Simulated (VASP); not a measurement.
# BN (P6_3/mmc) in VASP: a series of runs, part 3 of 3

VASP 6.6.1. The steps go on from the part before.

**4. Single point, r2SCAN**

POSCAR

```
BN
1.0
    2.5005826042      0.0000000000      0.0000000000
   -1.2502913021      2.1655680595      0.0000000000
    0.0000000000      0.0000000000      6.5236361402
B N
2 2
Direct
    0.3333333333      0.6666666667      0.2500000000
    0.6666666667      0.3333333333      0.7500000000
    0.3333333333      0.6666666667      0.7500000000
    0.6666666667      0.3333333333      0.2500000000
```

INCAR.step1

```
PREC = Accurate
ENCUT = 520
ISMEAR = 0
SIGMA = 0.01
LREAL = False
LASPH = True
NELM = 100
NBANDS = 16
GGA = PE
ALGO = Normal
EDIFF = 1E-4
LWAVE = True
LCHARG = False
```

INCAR.step2

```
PREC = Accurate
ENCUT = 520
EDIFF = 1E-6
ISMEAR = 0
SIGMA = 0.01
LREAL = False
LASPH = True
NELM = 100
ALGO = Normal
ISIF = 2
LWAVE = False
LCHARG = False
METAGGA = R2SCAN
LMIXTAU = True
NBANDS = 16
ISTART = 1
```

KPOINTS

```
regular mesh
0
Gamma
  9 9 4
```

Potentials or basis: VASP PAW PBE potentials, release 64 (B, N).

On the command line:

```bash
cat potpaw_PBE.64/B/POTCAR potpaw_PBE.64/N/POTCAR > POTCAR
cp INCAR.step1 INCAR
mpirun -np 1 vasp_std > vasp.out
cp INCAR.step2 INCAR
mpirun -np 1 vasp_std > vasp.out
```

OUTCAR:

```text
PREC = Accurate
   ENCUT = 520
   EDIFF = 1E-6
   ISMEAR = 0
   LREAL = False
   LASPH = True
   NELM = 100
   ISIF = 2
   METAGGA = R2SCAN
   ISTART = 1

 ion  position               nearest neighbor table
   1  0.333  0.667  0.250-   4 1.44   4 1.44   4 1.44
   2  0.667  0.333  0.750-   3 1.44   3 1.44   3 1.44
   3  0.333  0.667  0.750-   2 1.44   2 1.44   2 1.44
   4  0.667  0.333  0.250-   1 1.44   1 1.44   1 1.44

  LATTYP: Found a hexagonal cell.
 ALAT       =     2.5005826042
 C/A-ratio  =     2.6088464861

  Lattice vectors:

 A1 = (   2.5005826042,   0.0000000000,   0.0000000000)
 A2 = (  -1.2502913021,   2.1655680595,   0.0000000000)
 A3 = (   0.0000000000,   0.0000000000,   6.5236361402)

Analysis of symmetry for initial positions (statically):
=====================================================================
 Subroutine PRICEL returns:
 Original cell was already a primitive cell.

 Routine SETGRP: Setting up the symmetry group for a
 hexagonal supercell.

 Subroutine GETGRP returns: Found 24 space group operations
 (whereof 12 operations were pure point group operations)
 out of a pool of 24 trial point group operations.

The static configuration has the point symmetry D_3d.
 The point group associated with its full space group is D_6h.

Analysis of symmetry for dynamics (positions and initial velocities):
=====================================================================
 Subroutine PRICEL returns:
 Original cell was already a primitive cell.

 Routine SETGRP: Setting up the symmetry group for a
 hexagonal supercell.

 Subroutine GETGRP returns: Found 24 space group operations
 (whereof 12 operations were pure point group operations)
 out of a pool of 24 trial point group operations.

The dynamic configuration has the point symmetry D_3d.
 The point group associated with its full space group is D_6h.

 Subroutine INISYM returns: Found 24 space group operations
 (whereof 12 operations are pure point group operations),
 and found     1 'primitive' translations

----------------------------------------------------------------------------------------

                                     Primitive cell

  volume of cell :      35.3267

  direct lattice vectors                    reciprocal lattice vectors
     2.500582604  0.000000000  0.000000000     0.399906805  0.230886302  0.000000000
    -1.250291302  2.165568059  0.000000000     0.000000000  0.461772603  0.000000000
     0.000000000  0.000000000  6.523636140     0.000000000  0.000000000  0.153288745

  length of vectors
     2.500582604  2.500582604  6.523636140     0.461772603  0.461772603  0.153288745

  position of ions in fractional coordinates (direct lattice)
     0.333333333  0.666666667  0.250000000
     0.666666667  0.333333333  0.750000000
     0.333333333  0.666666667  0.750000000
     0.666666667  0.333333333  0.250000000

  ion indices of the primitive-cell ions
   primitive index   ion index
                 1           1
                 2           2
                 3           3
                 4           4

----------------------------------------------------------------------------------------

 KPOINTS: regular mesh

Automatic generation of k-mesh.
 Grid dimensions read from file:
 generate k-points for:    9    9    4

 Generating k-lattice:

  Cartesian coordinates                     Fractional coordinates (reciprocal lattice)
     0.044434089  0.025654034  0.000000000     0.111111111 -0.000000000  0.000000000
     0.000000000  0.051308067  0.000000000     0.000000000  0.111111111  0.000000000
     0.000000000  0.000000000  0.038322186     0.000000000  0.000000000  0.250000000

  Length of vectors
     0.051308067  0.051308067  0.038322186

  Shift w.r.t. Gamma in fractional coordinates (k-lattice)
     0.000000000  0.000000000  0.000000000

 Subroutine IBZKPT returns following result:
 ===========================================

 Found     36 irreducible k-points:

 Following reciprocal coordinates:
            Coordinates               Weight
  0.000000  0.000000  0.000000      1.000000
  0.111111  0.000000  0.000000      6.000000
  0.222222 -0.000000  0.000000      6.000000
  0.333333 -0.000000  0.000000      6.000000
  0.444444 -0.000000  0.000000      6.000000
  0.111111  0.111111  0.000000      6.000000
[... 16 lines left out ...]
  0.333333  0.222222  0.250000     24.000000
  0.333333  0.333333  0.250000      4.000000
 [... further k-points ...]
   k-points           NKPTS =     36   k-points in BZ     NKDIM =     36   number of bands    NBANDS=     16
   number of dos      NEDOS =    301   number of ions     NIONS =      4
   total plane-waves  NPLWV =  20000
   dimension x,y,z NGX =    20 NGY =   20 NGZ =   50
   dimension x,y,z NGXF=    40 NGYF=   40 NGZF=  100
   ions per type =               2   2
   NGX,Y,Z   is equivalent  to a cutoff of  13.30, 13.30, 12.74 a.u.
   NGXF,Y,Z  is equivalent  to a cutoff of  26.59, 26.59, 25.48 a.u.
 SYSTEM =  unknown system
   PREC   = accura    normal or accurate (medium, high low for compatibility)
   ISTART =      1    job   : 0-new  1-cont  2-samecut
   ICHARG =      0    charge: 1-file 2-atom 10-const
   ISPIN  =      1    spin polarized calculation?
   LNONCOLLINEAR =      F non collinear calculations
   LSORBIT =      F    spin-orbit coupling
   LASPH  =      T    aspherical Exc in radial PAW
   ENCUT  =  520.0 eV  38.22 Ry    6.18 a.u.   4.65  4.65 12.13*2*pi/ulx,y,z
   NELM   =    100;   NELMIN=  2; NELMDL=  0     # of ELM steps
   EDIFF  = 0.1E-05   stopping-criterion for ELM
   LREAL  =      F    real-space projection
[... 7 lines left out ...]
   TEBEG  =    0.0;   TEEND  =   0.0 temperature during run
   PSTRESS=    0.0 pullay stress
   NELECT =      16.0000    total number of electrons
   NUPDOWN=      -1.0000    fix difference up-down
   EMIN   =  10.00;   EMAX   =-10.00  energy-range for DOS
   EFERMI =   0.00;   METHOD = LEGACY
   ISMEAR =     0;   SIGMA  =   0.01  broadening in eV -4-tet -1-fermi 0-gaus
   EFERMI_NEDOS =   21; number of points for ismear=-14 and -15
   IALGO  =     38    algorithm
   IMIX   =      4    mixing-type and parameters
     AMIX     =   0.40;   BMIX     =  1.00
     AMIX_MAG =   1.60;   BMIX_MAG =  1.00
  volume/ion in A,a.u.               =       8.83        59.60
  Fermi-wavevector in a.u.,A,eV,Ry     =   1.257228  2.375816 21.505657  1.580621
  Thomas-Fermi vector in A             =   2.390897
   LORBIT       =      0    0 simple, 1 ext, 2 COOP (PROOUT), +10 PAW based schemes
   METAGGA = R2SCAN    functional components
   LHFCALC =     F    Hartree Fock is set to
   AEXX    =    0.0000 exact exchange contribution
   IVDW    =     0    specifies the selected vdW correction
   LEPSILON=     F    determine dielectric tensor
   LRPA    =     F    only Hartree local field effects (RPA)
 non-spin polarized calculation
 Gauss-broadening in eV      SIGMA  =   0.01
  energy-cutoff  :      520.00
  volume of cell :       35.33
 maximum number of plane-waves:       973
 NGX is ok and might be reduce to    20
   NGX =  9   NGY =  9   NGZ = 25

 number of electron      15.9999997 magnetization

 Free energy of the ion-electron system (eV)
  ---------------------------------------------------
  ext. energy  EPLUGINS =         0.00000000
  ---------------------------------------------------
  free energy    TOTEN  =       -38.58745032 eV

  energy without entropy =      -38.58745032  energy(sigma->0) =      -38.58745032

 E-fermi :   2.2417     XC(G=0): -10.8673

 val. band max:        2.1740369477   @ k =   0.3333   0.3333   0.5000
 cond. band min:       7.1843533705   @ k =   0.4444   0.1111   0.0000
 fundamental gap:      5.0103164227
 Fermi energy:         2.2416527054

 k-point     1 :       0.0000    0.0000    0.0000
  band No.  band energies     occupation
      1     -16.6606      2.00000
      2     -16.3283      2.00000
      3      -4.2967      2.00000
      4      -1.9193      2.00000
      5       0.8269      2.00000
      6       0.8269      2.00000
[... 8 lines left out ...]
     15      15.4122      0.00000
     16      16.5577      0.00000
[... 419 lines left out ...]
 k-point    24 :       0.3333    0.3333    0.2500
  band No.  band energies     occupation
      1     -12.7102      2.00000
      2     -12.7102      2.00000
      3      -6.0601      2.00000
      4      -5.9270      2.00000
      5      -5.2929      2.00000
      6      -5.2929      2.00000
[... 8 lines left out ...]
     15      20.4696      0.00000
     16      21.2873      0.00000

 [... further k-points ...]

------------------------ aborting loop because EDIFF is reached ----------------------------------------

  FORCE on cell =-STRESS in cart. coord.  units (eV):
  Direction    XX          YY          ZZ          XY          YZ          ZX
  --------------------------------------------------------------------------------------
  -------------------------------------------------------------------------------------
  Total        0.2038565      0.2038565      0.2849775      0.0000000      0.0000000      0.0000000
  in kB        9.2455438      9.2455438     12.9246357      0.0000000      0.0000000      0.0000000
  external PRESSURE =      10.4719077 kB  Pullay stress =       0.0000000 kB

 VOLUME and BASIS-vectors are now :
 -----------------------------------------------------------------------------
  energy-cutoff  :      520.00
  volume of cell :       35.33
      direct lattice vectors                 reciprocal lattice vectors
     2.500582604  0.000000000  0.000000000     0.399906805  0.230886302  0.000000000
    -1.250291302  2.165568059  0.000000000     0.000000000  0.461772603  0.000000000
     0.000000000  0.000000000  6.523636140     0.000000000  0.000000000  0.153288745

 POSITION                                       TOTAL-FORCE (eV/Angst)
 -----------------------------------------------------------------------------------
     -0.00000      1.44371      1.63091         0.000000     -0.000000      0.000000
      1.25029      0.72186      4.89273        -0.000000      0.000000      0.000000
     -0.00000      1.44371      4.89273        -0.000000     -0.000000      0.000000
      1.25029      0.72186      1.63091         0.000000      0.000000      0.000000
 -----------------------------------------------------------------------------------
    total drift:                               -0.000000      0.000000     -0.000000

  FREE ENERGIE OF THE ION-ELECTRON SYSTEM (eV)
  ---------------------------------------------------
  free  energy   TOTEN  =       -38.5874503186 eV

  energy  without entropy=      -38.5874503186  energy(sigma->0) =      -38.58745032
```

Run time: 58 s. Hardware: 1 thread of Intel Xeon Platinum 8375C at 2.90GHz (Ice Lake), shared host; peak memory 0.15 GiB.

What came out:

```
Free energy            : -38.5875 eV
Pressure               : 1.0 GPa
Band gap on the k mesh : 5.01 eV, indirect (least direct gap 5.28 eV)
```

Levels at points of the mesh, in eV from the valence-band top:
```csv
k point,band 6,band 7,band 8,band 9,band 10,band 11
"(0.00, 0.00, 0.00)",-1.35,-1.30,-1.30,5.77,11.35,12.32
"(0.00, 0.00, 0.50)",-1.32,-1.32,-1.32,8.38,8.38,12.40
```

Caveat: the PAW data sets were made with another functional, which shifts forces and pressure a little.

**5. Single point, r2SCAN**

POSCAR is that of step 4.

INCAR.step1

```
SYSTEM = BN
  ALGO = Normal
  EDIFF = 1E-4
  ENCUT = 520
  GGA = PE
  ISMEAR = 0
  LASPH = .True.
  LCHARG = .False.
  LREAL = .False.
  LWAVE = .True.
  NBANDS = 16
  NELM = 80
  PREC = Accurate
  SIGMA = 0.01
```

INCAR.step2

```
SYSTEM = BN
  ALGO = Normal
  EDIFF = 1E-6
  ENCUT = 520
  ISIF = 2
  ISMEAR = 0
  ISTART = 1
  LASPH = .True.
  LCHARG = .False.
  LMIXTAU = .True.
  LREAL = .False.
  LWAVE = .False.
  METAGGA = R2SCAN
  NBANDS = 16
  NELM = 80
  PREC = Accurate
  SIGMA = 0.01
```

KPOINTS

```
k-points
0
Gamma
  9 9 4
  0 0 0
```

On the command line:

```bash
cat potpaw_PBE.64/B/POTCAR potpaw_PBE.64/N/POTCAR > POTCAR
cp INCAR.step1 INCAR
mpirun -np 1 vasp_std > vasp.out
cp INCAR.step2 INCAR
mpirun -np 1 vasp_std > vasp.out
```

Run time: 52 s. Hardware: 1 thread of Intel Xeon Platinum 8375C at 2.90GHz (Ice Lake), shared host; peak memory 0.15 GiB.

The run converged. Its results:

| Property | Result |
| --- | --- |
| Free energy | -38.5875 eV |
| Pressure | 1.0 GPa |
| Band gap on the k mesh | 5.01 eV, indirect (least direct gap 5.28 eV) |

Stress tensor (GPa, compression positive):
```
0.92 0.00 0.00
0.00 0.92 0.00
0.00 0.00 1.29
```

Levels at points of the mesh, in eV from the valence-band top:
| k point | band 4 | band 5 | band 6 | band 7 | band 8 | band 9 | band 10 | band 11 | band 12 | band 13 |
| --- | --- | --- | --- | --- | --- | --- | --- | --- | --- | --- |
| (0.00, 0.00, 0.00) | -4.09 | -1.35 | -1.35 | -1.30 | -1.30 | 5.77 | 11.35 | 12.32 | 12.32 | 12.48 |
| (0.00, 0.00, 0.50) | -5.42 | -1.32 | -1.32 | -1.32 | -1.32 | 8.38 | 8.38 | 12.40 | 12.40 | 12.40 |

Caveat: the PAW data sets were made with another functional, which shifts forces and pressure a little. r2SCAN opens gaps a little over a GGA but as a rule still falls short of measured ones.
